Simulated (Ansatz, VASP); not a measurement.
# One calculation of TiC, two programs

```
Ti C
1.0
     0.00000    2.19646    2.19646
     2.19646    0.00000    2.19646
     2.19646    2.19646    0.00000
Ti C
1 1
Direct
  0.00000 0.00000 0.00000
  0.50000 0.50000 0.50000
```

Change from the starting cell: strain +0.015 along x and y, +0.015 along z, atoms carried along.

Alike in both runs: task single point; functional r2SCAN; k mesh 18 × 18 × 18; occupations gaussian, width 0.15 eV; no spin polarisation.

|  | VASP | Ansatz |
| --- | --- | --- |
| version | VASP 6.6.1 | Ansatz 0.2.0 |
| potentials or method | VASP PAW PBE potentials, release 64 (Ti_sv, C), cutoff 520 eV | scalar-relativistic, plane waves, PAW |
| valence electrons in the cell | 16 | 16 |

Ansatz gave:

- gap on the k mesh at the Fermi level (eV): none
- pressure (GPa): -10.8

Problem. What did VASP give for the same quantities?

Solution. gap on the k mesh at the Fermi level (eV): none; pressure (GPa): -9.9.

VASP's potentials were made for PBE, not for r2SCAN. A gap of «none» marks a metal or a gap that the smearing closes. With one functional, cell and mesh, what is left measures potentials, basis and numerics.
